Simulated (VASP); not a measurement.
Input of a VASP 6.6.1 run:

File INCAR:

```
SYSTEM = ScAlN2
  ALGO = Normal
  EDIFF = 1E-6
  ENCUT = 520
  GGA = PE
  ISIF = 2
  ISMEAR = 0
  LASPH = .TRUE.
  LCHARG = .TRUE.
  LELF = .TRUE.
  LREAL = .FALSE.
  LVHAR = .TRUE.
  LWAVE = .FALSE.
  NBANDS = 20
  NELM = 60
  PREC = Accurate
  SIGMA = 0.02
```

File KPOINTS:

```
k-points
0
G
  12 12 12
  0 0 0
```

File POSCAR:

```
ScAlN2
1.0
    1.5276657506      0.8819982324      4.9360877520
   -1.5276657506      0.8819982324      4.9360877520
    0.0000000000     -1.7639964647      4.9360877520
Sc Al N
1 1 2
Direct
    0.0000000000      0.0000000000      0.0000000000
    0.5000000000      0.5000000000      0.5000000000
    0.2435552767      0.2435552767      0.2435552767
    0.7564447233      0.7564447233      0.7564447233
```

Potentials or basis: VASP PAW PBE potentials, release 64 (Sc_sv, Al, N).

The run is started by

```bash
$ cat potpaw_PBE.64/Sc_sv/POTCAR potpaw_PBE.64/Al/POTCAR potpaw_PBE.64/N/POTCAR > POTCAR
$ mpirun -np 1 vasp_std > vasp.out
```

(1) What does it give for the largest force?

(2) Estimate the pressure.

Results:

(1) 0.072 eV/Å.

(2) 0.6 GPa.
